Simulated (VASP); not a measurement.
# CsH (Fm-3m) in VASP: further runs, part 2 of 2

VASP 6.6.1. The steps go on from the part before.

## (4) Phonons, r2SCAN

This run uses another cell than the first one, of 27.83 Å³/atom.

The input, INCAR:

```
  ALGO = Normal
  EDIFF = 1E-8
  ENCUT = 520
  IBRION = 6
  ISIF = 2
  ISMEAR = 0
  LASPH = T
  LCHARG = F
  LMIXTAU = T
  LREAL = F
  LWAVE = F
  METAGGA = R2SCAN
  NELM = 100
  NFREE = 2
  NSW = 1
  POTIM = 0.015
  PREC = Accurate
  SIGMA = 0.01
```

The input, KPOINTS:

```
k-points
0
Gamma
  6 6 6
```

The input, POSCAR:

```
CsH
1.0
    3.0304150112      3.0304150112      0.0000000000
   -3.0304150112      3.0304150112      0.0000000000
    0.0000000000      3.0304150112      3.0304150112
Cs H
1 1
Direct
    0.0000000000      0.0000000000      0.0000000000
    0.5000000000      0.5000000000      0.0000000000
```

Potentials or basis: VASP PAW PBE potentials, release 64 (Cs_sv, H).

Command:

```sh
$ cat potpaw_PBE.64/Cs_sv/POTCAR potpaw_PBE.64/H/POTCAR > POTCAR
$ mpirun -np 1 vasp_std > vasp.out
```

OUTCAR:

```text
EDIFF = 1E-8
   ENCUT = 520
   IBRION = 6
   ISIF = 2
   ISMEAR = 0
   LASPH = T
   LREAL = F
   METAGGA = R2SCAN
   NELM = 100
   NFREE = 2
   NSW = 1
   POTIM = 0.015
   PREC = Accurate

 ion  position               nearest neighbor table
   1  0.000  0.000  0.000-
   2  0.500  0.500  0.000-

  LATTYP: Found a face centered cubic cell.
 ALAT       =     6.0608300224

[... 661 lines left out ...]
  x     0.00000     0.00000     0.00000     0.00000     0.00000     0.00000
  y     0.00000     0.00000     0.00000     0.00000     0.00000     0.00000
  z     0.00000     0.00000     0.00000     0.00000     0.00000     0.00000

 INTERNAL STRAIN TENSOR FOR ION    2 for displacements in x,y,z  (eV/Angst):
          X           Y           Z          XY          YZ          ZX
  --------------------------------------------------------------------------------
  x     0.00000     0.00000     0.00000     0.00000     0.00000     0.00000
  y     0.00000     0.00000     0.00000     0.00000     0.00000     0.00000
  z     0.00000     0.00000     0.00000     0.00000     0.00000     0.00000

 Eigenvectors and eigenvalues of the dynamical matrix
 ----------------------------------------------------

   1 f  =   15.591839 THz    97.966413 2PiTHz  520.087764 cm-1    64.482635 meV
             X         Y         Z           dx          dy          dz
      0.000000  0.000000  0.000000     0.000000   -0.000000   -0.087007
      0.000000  3.030415  0.000000     0.000000    0.000000    0.996208
[... 21 lines left out ...]
   6 f/i=    0.009203 THz     0.057824 2PiTHz    0.306979 cm-1     0.038061 meV
             X         Y         Z           dx          dy          dz
      0.000000  0.000000  0.000000     0.996184   -0.006884    0.000436
      0.000000  3.030415  0.000000     0.087005   -0.000601    0.000038

 ELASTIC MODULI CONTR FROM IONIC RELAXATION (kBar)
 Direction    XX          YY          ZZ          XY          YZ          ZX
 --------------------------------------------------------------------------------
 XX           0.0000      0.0000      0.0000      0.0000      0.0000      0.0000
 YY           0.0000      0.0000      0.0000      0.0000      0.0000      0.0000
 ZZ           0.0000      0.0000      0.0000      0.0000      0.0000      0.0000
 XY           0.0000      0.0000      0.0000      0.0000      0.0000      0.0000
 YZ           0.0000      0.0000      0.0000      0.0000      0.0000      0.0000
 ZX           0.0000      0.0000      0.0000      0.0000      0.0000      0.0000
 --------------------------------------------------------------------------------
```

OSZICAR:

```text
N       E                     dE             d eps       ncg     rms          rms(c)
DAV:   1     0.232322241973E+02    0.23232E+02   -0.45689E+03   288   0.951E+02
DAV:   2    -0.288009360309E+02   -0.52033E+02   -0.50470E+02   393   0.142E+02
DAV:   3    -0.318625000717E+02   -0.30616E+01   -0.30599E+01   314   0.407E+01
[... 67 lines left out ...]
DAV:   9    -0.289329721680E+02    0.10571E-04   -0.26203E-06   543   0.260E-02    0.353E-04
DAV:  10    -0.289329710431E+02    0.11249E-05   -0.26337E-07   591   0.610E-03    0.140E-04
DAV:  11    -0.289329710793E+02   -0.36232E-07   -0.86164E-09   608   0.123E-03    0.130E-04
DAV:  12    -0.289329710621E+02    0.17266E-07   -0.99031E-09   550   0.166E-03    0.473E-05
DAV:  13    -0.289329710534E+02    0.87045E-08   -0.22359E-09   341   0.704E-04
   5 F= -.28932971E+02 E0= -.28932971E+02  d E =-.194118E-60
```

stdout:

```text
POSCAR found type information on POSCAR CsH
 POSCAR found :  2 types and       2 ions
 scaLAPACK will be used
 -----------------------------------------------------------------------------
|                                                                             |
|                                                                             |
|     You enforced a specific xc type in the INCAR file but a different       |
|     I HOPE YOU KNOW WHAT YOU ARE DOING!                                     |
|                                                                             |
 -----------------------------------------------------------------------------

 LDA part: xc-table for (None), standard interpolation
 POSCAR, INCAR and KPOINTS ok, starting setup
 FFT: planning ... GRIDC
 FFT: planning ... GRID_SOFT
 FFT: planning ... GRID
 WAVECAR not read
 entering main loop
 Found     2 degrees of freedom:
 Finite differences POTIM= 0.01500 DOF=   2
 bond charge predicted
 Finite differences progress:
 bond charge predicted
 Finite differences progress:
 bond charge predicted
 Finite differences progress:
 bond charge predicted
 Finite differences progress:
```

Run time: 2.4 min. Hardware: 1 thread of AMD EPYC 9R45 (Zen 5), shared host; peak memory 0.17 GiB.

Results:

| Quantity | Value |
| --- | --- |
| Highest phonon frequency at Γ | 520 cm⁻¹ |

Phonon frequencies in cm⁻¹ (negative: imaginary):
```csv
q point,frequencies
"(0.000, 0.000, 0.000)",0 0 0 520 520 520
```

Caveat: the cell stands under pressure or tension, which shifts response properties; the PAW data sets were made with another functional, which shifts forces and pressure a little; spin-orbit coupling is left out, which moves the levels of the heavy elements.

## (5) Phonons, r2SCAN

This run uses another cell than the first one, of 32.40 Å³/atom.

The input, INCAR:

```
SYSTEM = CsH
ALGO     = Normal         ! electronic algorithm
EDIFF    = 1E-8           ! SCF threshold, eV
ENCUT    = 520            ! plane-wave cutoff, eV
IBRION   = 6              ! ionic algorithm
ISIF     = 2              ! what is computed and relaxed
ISMEAR   = 0              ! smearing method
LASPH    = .TRUE.         ! aspherical terms in the spheres
LCHARG   = .FALSE.        ! write CHGCAR
LMIXTAU  = .TRUE.       
LREAL    = .FALSE.        ! projectors in reciprocal space
LWAVE    = .FALSE.        ! write WAVECAR
METAGGA  = R2SCAN         ! meta-GGA
NBANDS   = 12             ! bands
NELM     = 80             ! most SCF steps
NFREE    = 2            
NSW      = 1              ! ionic steps
POTIM    = 0.015          ! step
PREC     = Accurate       ! precision mode
SIGMA    = 0.01           ! smearing width, eV
```

The input, KPOINTS:

```
k-points
0
G
  6 6 6
  0 0 0
```

The input, POSCAR:

```
CsH
1.0
    3.1880000000      3.1880000000      0.0000000000
   -3.1880000000      3.1880000000      0.0000000000
    0.0000000000      3.1880000000      3.1880000000
Cs H
1 1
Direct
    0.0000000000      0.0000000000      0.0000000000
    0.5000000000      0.5000000000      0.0000000000
```

Potentials or basis: VASP PAW PBE potentials, release 64 (Cs_sv, H).

Command:

```sh
$ cat potpaw_PBE.64/Cs_sv/POTCAR potpaw_PBE.64/H/POTCAR > POTCAR
$ mpirun -np 1 vasp_std > vasp.out
```

OUTCAR:

```text
SYSTEM = CsH
   EDIFF = 1E-8
   ENCUT = 520
   IBRION = 6
   ISIF = 2
   ISMEAR = 0
   LASPH = .TRUE.
   LREAL = .FALSE.
   METAGGA = R2SCAN
   NELM = 80
   NFREE = 2
   NSW = 1
   POTIM = 0.015
   PREC = Accurate

 ion  position               nearest neighbor table
   1  0.000  0.000  0.000-
   2  0.500  0.500  0.000-

  LATTYP: Found a face centered cubic cell.
 ALAT       =     6.3760000000

  Lattice vectors:

 A1 = (   0.0000000000,   3.1880000000,   3.1880000000)
 A2 = (   3.1880000000,   0.0000000000,   3.1880000000)
 A3 = (   3.1880000000,   3.1880000000,   0.0000000000)

Analysis of symmetry for initial positions (statically):
=====================================================================
 Subroutine PRICEL returns:
 Original cell was already a primitive cell.

 Routine SETGRP: Setting up the symmetry group for a
 face centered cubic supercell.

 Subroutine GETGRP returns: Found 48 space group operations
 (whereof 48 operations were pure point group operations)
 out of a pool of 48 trial point group operations.

The static configuration has the point symmetry O_h .

Analysis of symmetry for dynamics (positions and initial velocities):
=====================================================================
 Subroutine PRICEL returns:
 Original cell was already a primitive cell.

 Routine SETGRP: Setting up the symmetry group for a
 face centered cubic supercell.

 Subroutine GETGRP returns: Found 48 space group operations
 (whereof 48 operations were pure point group operations)
[... 306 lines left out ...]
 k-point     1 :       0.0000    0.0000    0.0000
  band No.  band energies     occupation
      1     -22.1855      2.00000
      2      -8.2709      2.00000
      3      -8.2709      2.00000
      4      -8.2708      2.00000
      5      -1.7626      2.00000
      6       5.5768      0.00000
      7       5.5768      0.00000
      8       5.5768      0.00000
      9       6.2219      0.00000
     10       7.4859      0.00000
     11       7.4860      0.00000
     12       9.1221      0.00000
[... 331 lines left out ...]
 k-point    24 :       0.0000    0.0000   -0.3333
  band No.  band energies     occupation
      1     -22.1055      2.00000
      2      -8.8437      2.00000
      3      -8.4749      2.00000
      4      -8.4748      2.00000
      5      -1.0599      2.00000
      6       3.7470      0.00000
      7       4.9446      0.00000
      8       7.1294      0.00000
      9       7.1303      0.00000
     10       7.9433      0.00000
     11       8.4693      0.00000
     12      11.2759      0.00000

 [... further k-points ...]

------------------------ aborting loop because EDIFF is reached ----------------------------------------

  FORCE on cell =-STRESS in cart. coord.  units (eV):
  Direction    XX          YY          ZZ          XY          YZ          ZX
  --------------------------------------------------------------------------------------
  -------------------------------------------------------------------------------------
  Total        0.0165171      0.0155221      0.0155221     -0.0000000      0.0000000      0.0000000
  in kB        0.4083765      0.3837755      0.3837755     -0.0000000      0.0000000      0.0000000
  external PRESSURE =       0.3919758 kB  Pullay stress =       0.0000000 kB
[... 17 lines left out ...]
  FREE ENERGIE OF THE ION-ELECTRON SYSTEM (eV)
  ---------------------------------------------------
  free  energy   TOTEN  =       -28.9886900311 eV

  energy  without entropy=      -28.9886900311  energy(sigma->0) =      -28.98869003

 INTERNAL STRAIN TENSORS FROM DISPLACED ATOMS
 ============================================

 INTERNAL STRAIN TENSOR FOR ION    1 for displacements in x,y,z  (eV/Angst):
          X           Y           Z          XY          YZ          ZX
  --------------------------------------------------------------------------------
  x     0.00000     0.00000     0.00000     0.00000     0.00000     0.00000
  y     0.00000     0.00000     0.00000     0.00000     0.00000     0.00000
  z     0.00000     0.00000     0.00000     0.00000     0.00000     0.00000

 INTERNAL STRAIN TENSOR FOR ION    2 for displacements in x,y,z  (eV/Angst):
          X           Y           Z          XY          YZ          ZX
  --------------------------------------------------------------------------------
  x     0.00000     0.00000     0.00000     0.00000     0.00000     0.00000
  y     0.00000     0.00000     0.00000     0.00000     0.00000     0.00000
  z     0.00000     0.00000     0.00000     0.00000     0.00000     0.00000

 Eigenvectors and eigenvalues of the dynamical matrix
 ----------------------------------------------------

   1 f  =   12.237041 THz    76.887593 2PiTHz  408.183735 cm-1    50.608310 meV
             X         Y         Z           dx          dy          dz
      0.000000  0.000000  0.000000     0.082714   -0.024028   -0.000000
      0.000000  3.188000  0.000000    -0.956732    0.277931   -0.000000
[... 21 lines left out ...]
   6 f/i=    0.003512 THz     0.022066 2PiTHz    0.117144 cm-1     0.014524 meV
             X         Y         Z           dx          dy          dz
      0.000000  0.000000  0.000000     0.870211    0.483818   -0.035131
      0.000000  3.188000  0.000000     0.075234    0.041828   -0.003037

 ELASTIC MODULI CONTR FROM IONIC RELAXATION (kBar)
 Direction    XX          YY          ZZ          XY          YZ          ZX
 --------------------------------------------------------------------------------
 XX           0.0000      0.0000      0.0000      0.0000      0.0000      0.0000
 YY           0.0000      0.0000      0.0000      0.0000      0.0000      0.0000
 ZZ           0.0000      0.0000      0.0000      0.0000      0.0000      0.0000
 XY           0.0000      0.0000      0.0000      0.0000      0.0000      0.0000
 YZ           0.0000      0.0000      0.0000      0.0000      0.0000      0.0000
 ZX           0.0000      0.0000      0.0000      0.0000      0.0000      0.0000
 --------------------------------------------------------------------------------
```

stdout:

```text
POSCAR found type information on POSCAR CsH
 POSCAR found :  2 types and       2 ions
 scaLAPACK will be used
 -----------------------------------------------------------------------------
|                                                                             |
|                                                                             |
|     You enforced a specific xc type in the INCAR file but a different       |
|     I HOPE YOU KNOW WHAT YOU ARE DOING!                                     |
|                                                                             |
 -----------------------------------------------------------------------------

 LDA part: xc-table for (None), standard interpolation
 POSCAR, INCAR and KPOINTS ok, starting setup
 FFT: planning ... GRIDC
 FFT: planning ... GRID_SOFT
 FFT: planning ... GRID
 WAVECAR not read
 entering main loop
 Found     2 degrees of freedom:
 Finite differences POTIM= 0.01500 DOF=   2
 bond charge predicted
 Finite differences progress:
 bond charge predicted
 Finite differences progress:
 bond charge predicted
 Finite differences progress:
 bond charge predicted
 Finite differences progress:
```

Run time: 5.4 min. Hardware: 1 thread of AMD EPYC 9R45 (Zen 5), shared host; peak memory 0.21 GiB.

Results:

```yaml
Highest_phonon_frequency_at_Γ: 408 cm⁻¹
```

Phonon frequencies in cm⁻¹ (negative: imaginary):
```
              q point        frequencies
(0.000, 0.000, 0.000)  0 0 0 408 408 408
```

Caveat: the PAW data sets were made with another functional, which shifts forces and pressure a little; spin-orbit coupling is left out, which moves the levels of the heavy elements.
